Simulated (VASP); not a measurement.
# SnO2 (R-3m) in VASP: a series of runs

SnO2 is run at these levels: PBE; tasks: single point.

All numbers are computed with VASP 6.6.1; they aren't measurements. Logs are shortened: lines on timing, memory, paths and dates and some standing lists are left out, and cuts for length are marked.

## Step 1: The cell of the first run

The structure is trigonal, space group R-3m (No. 166). The conventional cell has a = 3.395 Å, b = 3.395 Å, c = 14.755 Å, α = 90.00°, β = 90.00°, γ = 120.00°. Sn (site symmetry -3m) has 6 O at 2.20 Å within 2.9 Å. Within 2.9 Å of O (site symmetry 3m) lie 3 Sn at 2.20 Å and 3 O at 2.81 Å.

## Step 2: Single point, PBE

File INCAR:

```
ALGO     = Normal         # electronic algorithm
EDIFF    = 1E-7           # SCF threshold, eV
ENCUT    = 520            # plane-wave cutoff, eV
GGA      = PE             # functional
ISIF     = 2              # what is computed and relaxed
ISMEAR   = 0              # smearing method
LASPH    = True           # aspherical terms in the spheres
LCHARG   = True           # write CHGCAR
LELF     = True           # ELF
LREAL    = False          # projectors in reciprocal space
LVHAR    = True         
LWAVE    = False          # write WAVECAR
NBANDS   = 20             # bands
NELM     = 100            # most SCF steps
PREC     = Accurate       # precision mode
SIGMA    = 0.05           # smearing width, eV
```

File KPOINTS:

```
k-points
0
Gamma
  12 12 12
```

File POSCAR:

```
SnO2
1.0
    1.6976000000      0.9801098170      4.9182553763
   -1.6976000000      0.9801098170      4.9182553763
    0.0000000000     -1.9602196339      4.9182553763
Sn O
1 2
Direct
    0.5000000000      0.5000000000      0.5000000000
    0.2348826742      0.2348826742      0.2348826742
    0.7651173258      0.7651173258      0.7651173258
```

Potentials or basis: VASP PAW PBE potentials, release 64 (Sn_d, O).

Launch:

```bash
$ cat potpaw_PBE.64/Sn_d/POTCAR potpaw_PBE.64/O/POTCAR > POTCAR
$ mpirun -np 1 vasp_std > vasp.out
```

OUTCAR:

```text
EDIFF = 1E-7
   ENCUT = 520
   GGA = PE
   ISIF = 2
   ISMEAR = 0
   LASPH = True
   LREAL = False
   NELM = 100
   PREC = Accurate

 ion  position               nearest neighbor table
   1  0.500  0.500  0.500-   2 2.20   3 2.20   2 2.20   2 2.20   3 2.20   3 2.20
   2  0.235  0.235  0.235-   1 2.20   1 2.20   1 2.20
   3  0.765  0.765  0.765-   1 2.20   1 2.20   1 2.20

  LATTYP: Found a trigonal (rhomboedric) cell.
 ALAT       =     5.2944968562
 COS(alpha) =     0.7943866357

  Lattice vectors:

 A1 = (   1.6976000000,   0.9801098170,   4.9182553763)
 A2 = (  -1.6976000000,   0.9801098170,   4.9182553763)
 A3 = (   0.0000000000,  -1.9602196339,   4.9182553763)

Analysis of symmetry for initial positions (statically):
=====================================================================
 Subroutine PRICEL returns:
 Original cell was already a primitive cell.

 Routine SETGRP: Setting up the symmetry group for a
 trigonal (rhombohedral) supercell.

 Subroutine GETGRP returns: Found 12 space group operations
 (whereof 12 operations were pure point group operations)
 out of a pool of 12 trial point group operations.

The static configuration has the point symmetry D_3d.

Analysis of symmetry for dynamics (positions and initial velocities):
=====================================================================
 Subroutine PRICEL returns:
 Original cell was already a primitive cell.

 Routine SETGRP: Setting up the symmetry group for a
 trigonal (rhombohedral) supercell.

 Subroutine GETGRP returns: Found 12 space group operations
 (whereof 12 operations were pure point group operations)
 out of a pool of 12 trial point group operations.

The dynamic configuration has the point symmetry D_3d.

 Subroutine INISYM returns: Found 12 space group operations
 (whereof 12 operations are pure point group operations),
 and found     1 'primitive' translations

----------------------------------------------------------------------------------------

                                     Primitive cell

  volume of cell :      49.0990

  direct lattice vectors                    reciprocal lattice vectors
     1.697600000  0.980109817  4.918255376     0.294533459  0.170048972  0.067774710
    -1.697600000  0.980109817  4.918255376    -0.294533459  0.170048972  0.067774710
[... 77 lines left out ...]
 SYSTEM =  unknown system
   PREC   = accura    normal or accurate (medium, high low for compatibility)
   ISTART =      0    job   : 0-new  1-cont  2-samecut
   ICHARG =      2    charge: 1-file 2-atom 10-const
   ISPIN  =      1    spin polarized calculation?
   LNONCOLLINEAR =      F non collinear calculations
   LSORBIT =      F    spin-orbit coupling
   LASPH  =      T    aspherical Exc in radial PAW
   ENCUT  =  520.0 eV  38.22 Ry    6.18 a.u.   9.84  9.84  9.84*2*pi/ulx,y,z
   NELM   =    100;   NELMIN=  2; NELMDL= -5     # of ELM steps
   EDIFF  = 0.1E-06   stopping-criterion for ELM
   LREAL  =      F    real-space projection
   EDIFFG = 0.1E-05   stopping-criterion for IOM
   NSW    =      0    number of steps for IOM
   IBRION =     -1    ionic relax: 0-MD 1-quasi-New 2-CG
   NFREE  =      0    steps in history (QN), initial steepest desc. (CG)
   ISIF   =      2    stress and relaxation
   ISYM   =      2    0-nonsym 1-usesym 2-fastsym
   POTIM  = 0.5000    time-step for ionic-motion
   TEBEG  =    0.0;   TEEND  =   0.0 temperature during run
   PSTRESS=    0.0 pullay stress
   NELECT =      26.0000    total number of electrons
   NUPDOWN=      -1.0000    fix difference up-down
   EMIN   =  10.00;   EMAX   =-10.00  energy-range for DOS
   EFERMI =   0.00;   METHOD = LEGACY
   ISMEAR =     0;   SIGMA  =   0.05  broadening in eV -4-tet -1-fermi 0-gaus
   EFERMI_NEDOS =   21; number of points for ismear=-14 and -15
   IALGO  =     38    algorithm
   IMIX   =      4    mixing-type and parameters
     AMIX     =   0.40;   BMIX     =  1.00
     AMIX_MAG =   1.60;   BMIX_MAG =  1.00
  volume/ion in A,a.u.               =      16.37       110.45
  Fermi-wavevector in a.u.,A,eV,Ry     =   1.324469  2.502884 23.867587  1.754218
  Thomas-Fermi vector in A             =   2.454001
   LORBIT       =      0    0 simple, 1 ext, 2 COOP (PROOUT), +10 PAW based schemes
   GGA     = PE    functional components
   LHFCALC =     F    Hartree Fock is set to
   AEXX    =    0.0000 exact exchange contribution
   IVDW    =     0    specifies the selected vdW correction
   LEPSILON=     F    determine dielectric tensor
   LRPA    =     F    only Hartree local field effects (RPA)
 non-spin polarized calculation
 Gauss-broadening in eV      SIGMA  =   0.05
  energy-cutoff  :      520.00
  volume of cell :       49.10
 maximum number of plane-waves:      1344
   NGX = 19   NGY = 19   NGZ = 19

 number of electron      26.0000000 magnetization

 Free energy of the ion-electron system (eV)
  ---------------------------------------------------
  ext. energy  EPLUGINS =         0.00000000
  ---------------------------------------------------
  free energy    TOTEN  =       -17.96830374 eV

  energy without entropy =      -17.96830374  energy(sigma->0) =      -17.96830374

 E-fermi :   2.6022     XC(G=0):  -9.3974

 val. band max:        2.2825778895   @ k =  -0.0833   0.1667   0.0833
 cond. band min:       3.3997203216   @ k =   0.0000   0.0000   0.0000
 fundamental gap:      1.1171424321
 Fermi energy:         2.6021629106

 k-point     1 :       0.0000    0.0000    0.0000
  band No.  band energies     occupation
      1     -17.8923      2.00000
      2     -17.7292      2.00000
      3     -17.7292      2.00000
      4     -17.6531      2.00000
      5     -17.6531      2.00000
      6     -15.1318      2.00000
[... 541 lines left out ...]
     19      14.7731      0.00000
     20      15.4649      0.00000

 [... further k-points ...]
[... 5 lines left out ...]
  --------------------------------------------------------------------------------------
  -------------------------------------------------------------------------------------
  Total       -4.8098866     -4.8098866     -1.5900665      0.0000000     -0.0000000      0.0000000
  in kB     -156.9542176   -156.9542176    -51.8863890      0.0000000     -0.0000000      0.0000000
  external PRESSURE =    -121.9316081 kB  Pullay stress =       0.0000000 kB

 VOLUME and BASIS-vectors are now :
 -----------------------------------------------------------------------------
  energy-cutoff  :      520.00
  volume of cell :       49.10
      direct lattice vectors                 reciprocal lattice vectors
     1.697600000  0.980109817  4.918255376     0.294533459  0.170048972  0.067774710
    -1.697600000  0.980109817  4.918255376    -0.294533459  0.170048972  0.067774710
     0.000000000 -1.960219634  4.918255376     0.000000000 -0.340097944  0.067774710

 POSITION                                       TOTAL-FORCE (eV/Angst)
 -----------------------------------------------------------------------------------
      0.00000      0.00000      7.37738        -0.000000      0.000000      0.000000
      0.00000      0.00000      3.46564         0.000000     -0.000000     -0.679614
      0.00000      0.00000     11.28913         0.000000      0.000000      0.679614
 -----------------------------------------------------------------------------------
    total drift:                               -0.000000      0.000000     -0.000000

  FREE ENERGIE OF THE ION-ELECTRON SYSTEM (eV)
  ---------------------------------------------------
  free  energy   TOTEN  =       -17.9683037381 eV

  energy  without entropy=      -17.9683037381  energy(sigma->0) =      -17.96830374
```

stdout:

```text
POSCAR found type information on POSCAR SnO
 POSCAR found :  2 types and       3 ions
 scaLAPACK will be used
 LDA part: xc-table for (Slater+PW92), standard interpolation
 POSCAR, INCAR and KPOINTS ok, starting setup
 FFT: planning ... GRIDC
 FFT: planning ... GRID_SOFT
 FFT: planning ... GRID
 WAVECAR not read
 entering main loop
```

Wall time 3.4 min (1 thread of AMD EPYC 9R45 (Zen 5), shared host); peak memory 0.32 GiB.

What came out:

```
Free energy            : -17.9683 eV
Pressure               : -12.2 GPa
Largest force          : 0.680 eV/Å
Band gap on the k mesh : 1.12 eV (least direct gap 1.21 eV)
```

Forces on the atoms (eV/Å):
```
Sn   0.000  0.000  0.000
O    0.000  0.000 -0.680
O    0.000  0.000  0.680
```

Stress tensor (GPa, compression positive):
```
-15.70   0.00   0.00
  0.00 -15.70   0.00
  0.00   0.00  -5.19
```

Levels at points of the mesh, in eV from the valence-band top:
```tsv
k point	band 9	band 10	band 11	band 12	band 13	band 14	band 15	band 16	band 17	band 18
(0.00, 0.00, 0.00)	-1.26	-1.26	-1.04	-1.04	-0.09	1.12	5.11	9.78	9.78	10.61
(0.50, 0.00, 0.00)	-3.68	-2.81	-1.21	-0.64	-0.49	4.22	6.98	8.94	11.46	11.81
(0.50, 0.50, 0.00)	-3.87	-2.89	-0.93	-0.53	-0.07	4.05	6.23	9.58	10.50	11.45
(0.50, 0.50, 0.50)	-1.32	-1.32	-1.03	-1.00	-1.00	2.23	4.97	9.92	9.92	11.62
```

Caveat: the cell stands under tension; spin-orbit coupling is left out, which moves the levels of the heavy elements.

## Step 3: Single point, PBE

This run uses another cell than the first one, of 16.57 Å³/atom.

File INCAR:

```
SYSTEM = SnO2
  PREC = Accurate
  ENCUT = 520
  EDIFF = 1E-6
  ISMEAR = 0
  SIGMA = 0.05
  LREAL = .FALSE.
  LASPH = .TRUE.
  NELM = 80
  ALGO = Normal
  ISIF = 2
  LWAVE = .FALSE.
  LCHARG = .FALSE.
  GGA = PE
  NBANDS = 20
```

File KPOINTS:

```
regular mesh
0
G
  12 12 12
  0 0 0
```

File POSCAR:

```
SnO2
1.0
    1.6437000000      0.9489906375      5.3117000000
   -1.6437000000      0.9489906375      5.3117000000
    0.0000000000     -1.8979812749      5.3117000000
Sn O
1 2
Direct
    0.5000000000      0.5000000000      0.5000000000
    0.2348826742      0.2348826742      0.2348826742
    0.7651173258      0.7651173258      0.7651173258
```

Potentials or basis: VASP PAW PBE potentials, release 64 (Sn_d, O).

Launch:

```bash
$ cat potpaw_PBE.64/Sn_d/POTCAR potpaw_PBE.64/O/POTCAR > POTCAR
$ mpirun -np 1 vasp_std > vasp.out
```

Run time: 3.9 min. Hardware: 1 thread of AMD EPYC 9R45 (Zen 5), shared host; peak memory 0.34 GiB.

Results (log left out):

- Free energy: -18.0613 eV
- Pressure: -9.0 GPa
- Largest force: 1.143 eV/Å
- Band gap on the k mesh: 1.76 eV (least direct gap 1.89 eV)

Forces in eV/Å, atoms in the order of the input:
```
Sn   0.000  0.000  0.000
O    0.000  0.000 -1.143
O    0.000  0.000  1.143
```

Stress tensor (GPa, compression positive):
```
-9.28  0.00  0.00
 0.00 -9.28  0.00
 0.00  0.00 -8.38
```

Levels at points of the mesh, in eV from the valence-band top:
```
           k point  band 11  band 12  band 13  band 14  band 15  band 16
(0.00, 0.00, 0.00)    -0.69    -0.69    -0.13     1.76     5.43    10.53
(0.50, 0.00, 0.00)    -1.30    -0.48    -0.33     4.58     7.07     9.71
(0.50, 0.50, 0.00)    -1.14    -0.42    -0.04     4.43     6.56     9.97
(0.50, 0.50, 0.50)    -0.81    -0.67    -0.67     2.59     5.24    10.66
```

Caveat: the cell stands under tension; spin-orbit coupling is left out, which moves the levels of the heavy elements; forces of over 1 eV/Å act on the atoms, so gaps and moduli don't describe the material at rest. A k mesh can miss the band edges.

## Step 4: Single point, PBE

This run uses another cell than the first one, of 16.70 Å³/atom.

File INCAR:

```
PREC = Accurate
ENCUT = 520
EDIFF = 1E-6
ISMEAR = 0
SIGMA = 0.05
LREAL = False
LASPH = True
NELM = 60
ALGO = Normal
ISIF = 2
LWAVE = False
LCHARG = False
GGA = PE
NBANDS = 20
```

File KPOINTS:

```
Automatic mesh
0
Gamma
  12 12 12
```

File POSCAR:

```
SnO2
1.0
    1.6706500000      0.9645502272      5.1805666667
   -1.6706500000      0.9645502272      5.1805666667
    0.0000000000     -1.9291004544      5.1805666667
Sn O
1 2
Direct
    0.5000000000      0.5000000000      0.5000000000
    0.2348826742      0.2348826742      0.2348826742
    0.7651173258      0.7651173258      0.7651173258
```

Launch:

```bash
$ cat potpaw_PBE.64/Sn_d/POTCAR potpaw_PBE.64/O/POTCAR > POTCAR
$ mpirun -np 1 vasp_std > vasp.out
```

Wall time 3.7 min (1 thread of AMD EPYC 9R45 (Zen 5), shared host); peak memory 0.34 GiB.

The run converged. Its results:

| Quantity | Value |
| --- | --- |
| Free energy | -18.0102 eV |
| Pressure | -11.2 GPa |
| Largest force | 1.042 eV/Å |
| Band gap on the k mesh | 1.47 eV (least direct gap 1.57 eV) |

Forces in eV/Å, atoms in the order of the input:
```
Sn   0.000  0.000  0.000
O    0.000  0.000 -1.042
O    0.000  0.000  1.042
```

Stress tensor (GPa, compression positive):
```
-13.01   0.00   0.00
  0.00 -13.01   0.00
  0.00   0.00  -7.54
```

Levels at points of the mesh, in eV from the valence-band top:
| k point | band 11 | band 12 | band 13 | band 14 | band 15 | band 16 |
| --- | --- | --- | --- | --- | --- | --- |
| (0.00, 0.00, 0.00) | -0.83 | -0.83 | -0.10 | 1.47 | 5.24 | 10.16 |
| (0.50, 0.00, 0.00) | -1.25 | -0.55 | -0.39 | 4.34 | 6.98 | 9.32 |
| (0.50, 0.50, 0.00) | -1.06 | -0.48 | -0.06 | 4.19 | 6.40 | 9.70 |
| (0.50, 0.50, 0.50) | -0.86 | -0.80 | -0.80 | 2.38 | 5.06 | 10.25 |

Caveat: the cell stands under tension; spin-orbit coupling is left out, which moves the levels of the heavy elements; forces of over 1 eV/Å act on the atoms, so gaps and moduli don't describe the material at rest. A k mesh can miss the band edges.

## Step 5: Single point, PBE

This run uses another cell than the first one, of 16.80 Å³/atom.

File INCAR:

```
SYSTEM = SnO2
PREC = Accurate
ENCUT = 520
EDIFF = 1E-6
ISMEAR = 0
SIGMA = 0.05
LREAL = .FALSE.
LASPH = .TRUE.
NELM = 60
ALGO = Normal
ISIF = 2
LWAVE = .FALSE.
LCHARG = .TRUE.
GGA = PE
LELF = .TRUE.
LVHAR = .TRUE.
NBANDS = 20
```

File KPOINTS:

```
Automatic mesh
0
G
  12 12 12
  0 0 0
```

File POSCAR:

```
SnO2
1.0
    1.6976000000      0.9801098170      5.0494000000
   -1.6976000000      0.9801098170      5.0494000000
    0.0000000000     -1.9602196339      5.0494000000
Sn O
1 2
Direct
    0.5000000000      0.5000000000      0.5000000000
    0.2348826742      0.2348826742      0.2348826742
    0.7651173258      0.7651173258      0.7651173258
```

Launch:

```bash
$ cat potpaw_PBE.64/Sn_d/POTCAR potpaw_PBE.64/O/POTCAR > POTCAR
$ mpirun -np 1 vasp_std > vasp.out
```

Wall time 3.1 min (1 thread of AMD EPYC 9R45 (Zen 5), shared host); peak memory 0.32 GiB.

Results (log left out):

```
Free energy            : -17.9206 eV
Pressure               : -13.2 GPa
Largest force          : 0.942 eV/Å
Band gap on the k mesh : 1.17 eV (least direct gap 1.25 eV)
```

Forces in eV/Å, atoms in the order of the input:
```
Sn   0.000  0.000  0.000
O    0.000  0.000 -0.942
O    0.000  0.000  0.942
```

Stress tensor (GPa, compression positive):
```
-16.34   0.00   0.00
  0.00 -16.34   0.00
  0.00   0.00  -6.83
```

Levels at points of the mesh, in eV from the valence-band top:
```
           k point  band 9  band 10  band 11  band 12  band 13  band 14  band 15  band 16  band 17  band 18
(0.00, 0.00, 0.00)   -1.19    -1.19    -0.96    -0.96    -0.08     1.17     5.07     9.77     9.77    10.43
(0.50, 0.00, 0.00)   -3.63    -2.68    -1.20    -0.61    -0.44     4.11     6.87     8.95    11.24    11.65
(0.50, 0.50, 0.00)   -3.79    -2.74    -0.97    -0.52    -0.07     3.95     6.21     9.45    10.56    11.22
(0.50, 0.50, 0.50)   -1.24    -1.24    -0.92    -0.92    -0.92     2.18     4.90     9.88     9.88    11.36
```

Caveat: the cell stands under tension; spin-orbit coupling is left out, which moves the levels of the heavy elements. A k mesh can miss the band edges.

## Step 6: Single point, PBE

This run uses another cell than the first one, of 17.12 Å³/atom.

File INCAR:

```
SYSTEM = SnO2
PREC = Accurate
ENCUT = 520
EDIFF = 1E-6
ISMEAR = 0
SIGMA = 0.05
LREAL = .FALSE.
LASPH = .TRUE.
NELM = 80
ALGO = Normal
ISIF = 2
LWAVE = .FALSE.
LCHARG = .FALSE.
GGA = PE
NBANDS = 20
```

File KPOINTS:

```
regular mesh
0
G
  12 12 12
  0 0 0
```

File POSCAR:

```
SnO2
1.0
    1.6706500000      0.9645502272      5.3117000000
   -1.6706500000      0.9645502272      5.3117000000
    0.0000000000     -1.9291004544      5.3117000000
Sn O
1 2
Direct
    0.5000000000      0.5000000000      0.5000000000
    0.2348826742      0.2348826742      0.2348826742
    0.7651173258      0.7651173258      0.7651173258
```

Potentials or basis: VASP PAW PBE potentials, release 64 (Sn_d, O).

Launch:

```bash
$ cat potpaw_PBE.64/Sn_d/POTCAR potpaw_PBE.64/O/POTCAR > POTCAR
$ mpirun -np 1 vasp_std > vasp.out
```

Wall time 3.9 min (1 thread of AMD EPYC 9R45 (Zen 5), shared host); peak memory 0.34 GiB.

The run converged. Its results:

```yaml
Free_energy: -17.9448 eV
Pressure: -12.2 GPa
Largest_force: 1.311 eV/Å
Band_gap_on_the_k_mesh: 1.51 eV (least direct gap 1.60 eV)
```

Forces on the atoms (eV/Å):
```
Sn   0.000  0.000  0.000
O    0.000  0.000 -1.311
O    0.000  0.000  1.311
```

Stress tensor (GPa, compression positive):
```
-13.61   0.00   0.00
  0.00 -13.61   0.00
  0.00   0.00  -9.34
```

Levels at points of the mesh, in eV from the valence-band top:
```
           k point  band 9  band 10  band 11  band 12  band 13  band 14  band 15  band 16  band 17  band 18
(0.00, 0.00, 0.00)   -1.04    -1.04    -0.75    -0.75    -0.10     1.51     5.21    10.15    10.15    10.32
(0.50, 0.00, 0.00)   -3.67    -2.46    -1.24    -0.51    -0.34     4.22     6.85     9.32    11.18    11.49
(0.50, 0.50, 0.00)   -3.78    -2.50    -1.08    -0.45    -0.05     4.09     6.34     9.59    10.90    11.15
(0.50, 0.50, 0.50)   -1.06    -1.06    -0.77    -0.73    -0.73     2.33     5.02    10.22    10.22    10.97
```

Caveat: the cell stands under tension; spin-orbit coupling is left out, which moves the levels of the heavy elements; forces of over 1 eV/Å act on the atoms, so gaps and moduli don't describe the material at rest. A k mesh can miss the band edges.

## Step 7: The runs side by side

```csv
cell,gap on the mesh (eV),pressure (GPa),largest force (eV/Å)
"a = 5.294 Å, angles 37.4°, 3 atoms",1.12,-12.2,0.68
"a = 5.641 Å, angles 33.9°, 3 atoms",1.76,-9.0,1.14
"a = 5.528 Å, angles 35.2°, 3 atoms",1.47,-11.2,1.04
"a = 5.417 Å, angles 36.5°, 3 atoms",1.17,-13.2,0.94
"a = 5.651 Å, angles 34.4°, 3 atoms",1.51,-12.2,1.31
```

Alike in all rows: task single point; level PBE; potentials or basis VASP PAW PBE potentials, release 64 (Sn_d, O); no spin polarisation; k mesh 12 × 12 × 12; cutoff (eV) 520; smearing gaussian 0.05 eV.

Caveats: the cell stands under tension; spin-orbit coupling is left out, which moves the levels of the heavy elements; forces of over 1 eV/Å act on the atoms, so gaps and moduli don't describe the material at rest (at least some runs).

Absolute energies hang on the potentials; compare differences alone.
